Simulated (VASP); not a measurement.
# Re (Pm-3m) in VASP: further runs, part 2 of 2

VASP 6.6.1.

**3. Single point, PBE**

This run uses another cell than the first one, of 17.16 Å³/atom, 1.053 times its volume.

The input, INCAR:

```
  PREC = Accurate
  ENCUT = 500
  EDIFF = 1E-6
  ISMEAR = -1
  SIGMA = 0.1
  LREAL = False
  LASPH = True
  NELM = 120
  ALGO = Normal
  ISIF = 2
  LWAVE = False
  LCHARG = False
  GGA = PE
  NBANDS = 14
  GGA_COMPAT = False
```

The input, KPOINTS:

```
Automatic mesh
0
Gamma
  8 8 8
```

The input, POSCAR:

```
Re
1.0
    2.5794175441      0.0000000000      0.0000000000
    0.0000000000      2.5794175441      0.0000000000
    0.0000000000      0.0000000000      2.5794175441
Re
1
Direct
    0.0000000000      0.0000000000      0.0000000000
```

Potentials or basis: VASP PAW PBE potentials, release 64 (Re_sv_GW).

Run with:

```console
> cat potpaw_PBE.64/Re_sv_GW/POTCAR > POTCAR
> mpirun -np 1 vasp_std > vasp.out
```

OUTCAR:

```text
PREC = Accurate
   ENCUT = 500
   EDIFF = 1E-6
   ISMEAR = -1
   LREAL = False
   LASPH = True
   NELM = 120
   ISIF = 2
   GGA = PE

 ion  position               nearest neighbor table
   1  0.000  0.000  0.000-

  LATTYP: Found a simple cubic cell.
 ALAT       =     2.5794175441

  Lattice vectors:

 A1 = (   2.5794175441,   0.0000000000,   0.0000000000)
 A2 = (   0.0000000000,   2.5794175441,   0.0000000000)
 A3 = (   0.0000000000,   0.0000000000,   2.5794175441)

Analysis of symmetry for initial positions (statically):
=====================================================================
 Subroutine PRICEL returns:
 Original cell was already a primitive cell.

 Routine SETGRP: Setting up the symmetry group for a
 simple cubic supercell.

 Subroutine GETGRP returns: Found 48 space group operations
 (whereof 48 operations were pure point group operations)
 out of a pool of 48 trial point group operations.

The static configuration has the point symmetry O_h .

Analysis of symmetry for dynamics (positions and initial velocities):
=====================================================================
 Subroutine PRICEL returns:
 Original cell was already a primitive cell.

 Routine SETGRP: Setting up the symmetry group for a
 simple cubic supercell.

 Subroutine GETGRP returns: Found 48 space group operations
 (whereof 48 operations were pure point group operations)
 out of a pool of 48 trial point group operations.

The dynamic configuration has the point symmetry O_h .

 Subroutine INISYM returns: Found 48 space group operations
 (whereof 48 operations are pure point group operations),
 and found     1 'primitive' translations

----------------------------------------------------------------------------------------
[... 109 lines left out ...]
   IMIX   =      4    mixing-type and parameters
     AMIX     =   0.40;   BMIX     =  1.00
     AMIX_MAG =   1.60;   BMIX_MAG =  1.00
  volume/ion in A,a.u.               =      17.16       115.81
  Fermi-wavevector in a.u.,A,eV,Ry     =   1.565250  2.957893 33.334360  2.450006
  Thomas-Fermi vector in A             =   2.667753
   LORBIT       =      0    0 simple, 1 ext, 2 COOP (PROOUT), +10 PAW based schemes
   GGA     = PE    functional components
   LHFCALC =     F    Hartree Fock is set to
   AEXX    =    0.0000 exact exchange contribution
   IVDW    =     0    specifies the selected vdW correction
   LEPSILON=     F    determine dielectric tensor
   LRPA    =     F    only Hartree local field effects (RPA)
 non-spin polarized calculation
  energy-cutoff  :      500.00
  volume of cell :       17.16
 maximum number of plane-waves:       461
 NGX is ok and might be reduce to    20
   NGX =  9   NGY =  9   NGZ =  9

 number of electron      14.9999996 magnetization

 Free energy of the ion-electron system (eV)
  ---------------------------------------------------
  ext. energy  EPLUGINS =         0.00000000
  ---------------------------------------------------
  free energy    TOTEN  =       -12.73189049 eV

  energy without entropy =      -12.70168094  energy(sigma->0) =      -12.71678571

 E-fermi :  10.9174     XC(G=0): -13.1648

 val. band max:       10.8967422424   @ k =   0.5000   0.5000   0.2500
 cond. band min:      10.9630860887   @ k =   0.5000   0.0000   0.0000
 fundamental gap:      0.0663438463
 Fermi energy:        10.9173959910

 k-point     1 :       0.0000    0.0000    0.0000
  band No.  band energies     occupation
      1     -69.2554      2.00000
      2     -30.5349      2.00000
      3     -30.5349      2.00000
      4     -30.5349      2.00000
      5       1.9028      2.00000
      6       5.7623      2.00000
      7       5.7623      2.00000
      8      14.5437      0.00000
      9      14.5437      0.00000
     10      14.5437      0.00000
     11      26.0263      0.00000
     12      26.0263      0.00000
     13      26.0263      0.00000
     14      32.2601      0.00000
[... 377 lines left out ...]
      1     -69.0811      2.00000
      2     -31.5601      2.00000
      3     -31.3812      2.00000
      4     -30.5109      2.00000
      5       5.4059      2.00000
      6       7.9389      2.00000
      7      10.0742      1.99956
      8      10.5719      1.93878
      9      13.8455      0.00000
     10      16.8266      0.00000
     11      19.0486      0.00000
     12      25.2312      0.00000
     13      25.7675      0.00000
     14      30.6600      0.00000

 [... further k-points ...]
[... 5 lines left out ...]
  --------------------------------------------------------------------------------------
  -------------------------------------------------------------------------------------
  Total       -0.2175292     -0.2175292     -0.2175292      0.0000000     -0.0000000      0.0000000
  in kB      -20.3078135    -20.3078135    -20.3078135      0.0000000     -0.0000000      0.0000000
  external PRESSURE =     -20.3078135 kB  Pullay stress =       0.0000000 kB

 VOLUME and BASIS-vectors are now :
 -----------------------------------------------------------------------------
  energy-cutoff  :      500.00
  volume of cell :       17.16
      direct lattice vectors                 reciprocal lattice vectors
     2.579417544  0.000000000  0.000000000     0.387684422  0.000000000  0.000000000
     0.000000000  2.579417544  0.000000000     0.000000000  0.387684422  0.000000000
     0.000000000  0.000000000  2.579417544     0.000000000  0.000000000  0.387684422

 POSITION                                       TOTAL-FORCE (eV/Angst)
 -----------------------------------------------------------------------------------
      0.00000      0.00000      0.00000         0.000000      0.000000      0.000000
 -----------------------------------------------------------------------------------
    total drift:                               -0.000000      0.000000      0.000000

  FREE ENERGIE OF THE ION-ELECTRON SYSTEM (eV)
  ---------------------------------------------------
  free  energy   TOTEN  =       -12.7318904879 eV

  energy  without entropy=      -12.7016809419  energy(sigma->0) =      -12.71678571
```

OSZICAR:

```text
N       E                     dE             d eps       ncg     rms          rms(c)
DAV:   1     0.910436709386E+02    0.91044E+02   -0.92614E+03   988   0.105E+03
DAV:   2    -0.116487009993E+02   -0.10269E+03   -0.96993E+02  1268   0.300E+02
DAV:   3    -0.136390813771E+02   -0.19904E+01   -0.19789E+01  1082   0.393E+01
DAV:   4    -0.136434248107E+02   -0.43434E-02   -0.43431E-02  1208   0.240E+00
DAV:   5    -0.136434415818E+02   -0.16771E-04   -0.16770E-04  1100   0.129E-01    0.131E+02
DAV:   6    -0.128368122365E+02    0.80663E+00   -0.79927E-01  1016   0.877E+00    0.739E+01
DAV:   7    -0.127589639700E+02    0.77848E-01   -0.49933E-01  1094   0.662E+00    0.125E+01
DAV:   8    -0.127316702581E+02    0.27294E-01   -0.73719E-02  1022   0.273E+00    0.580E-01
DAV:   9    -0.127318647378E+02   -0.19448E-03   -0.22358E-03  1046   0.513E-01    0.193E+00
DAV:  10    -0.127318879213E+02   -0.23183E-04   -0.66845E-05  1166   0.104E-01    0.493E-01
DAV:  11    -0.127318901399E+02   -0.22186E-05   -0.29846E-06  1124   0.153E-02    0.192E-02
DAV:  12    -0.127318904879E+02   -0.34804E-06   -0.59207E-07   622   0.889E-03
   1 F= -.12731890E+02 E0= -.12716786E+02  d E =-.302095E-01
```

stdout:

```text
POSCAR found type information on POSCAR Re
 POSCAR found :  1 types and       1 ions
 scaLAPACK will be used
 LDA part: xc-table for (Slater+PW92), standard interpolation
 POSCAR, INCAR and KPOINTS ok, starting setup
 FFT: planning ... GRIDC
 FFT: planning ... GRID_SOFT
 FFT: planning ... GRID
 WAVECAR not read
 entering main loop
```

Run time: 5 s. Hardware: 1 thread of Intel Xeon 6975P-C (Granite Rapids), shared host; peak memory 0.13 GiB.

Results:

| Quantity | Value |
| --- | --- |
| Free energy | -12.7319 eV |
| Pressure | -2.0 GPa |

Levels at points of the mesh, in eV from the Fermi level:
| k point | band 3 | band 4 | band 5 | band 6 | band 7 | band 8 | band 9 | band 10 | band 11 | band 12 |
| --- | --- | --- | --- | --- | --- | --- | --- | --- | --- | --- |
| (0.00, 0.00, 0.00) | -41.45 | -41.45 | -9.01 | -5.16 | -5.16 | 3.63 | 3.63 | 3.63 | 15.11 | 15.11 |
| (0.50, 0.00, 0.00) | -41.34 | -41.34 | -5.62 | -4.24 | -0.87 | 0.05 | 0.05 | 4.00 | 8.40 | 14.49 |
| (0.50, 0.50, 0.00) | -42.48 | -41.24 | -6.14 | -3.68 | 0.76 | 0.76 | 4.76 | 4.76 | 6.22 | 13.77 |
| (0.50, 0.50, 0.50) | -42.33 | -42.33 | -4.57 | -4.57 | -4.57 | 6.49 | 6.49 | 7.84 | 11.58 | 11.58 |

Caveat: spin-orbit coupling is left out, which moves the levels of the heavy elements.
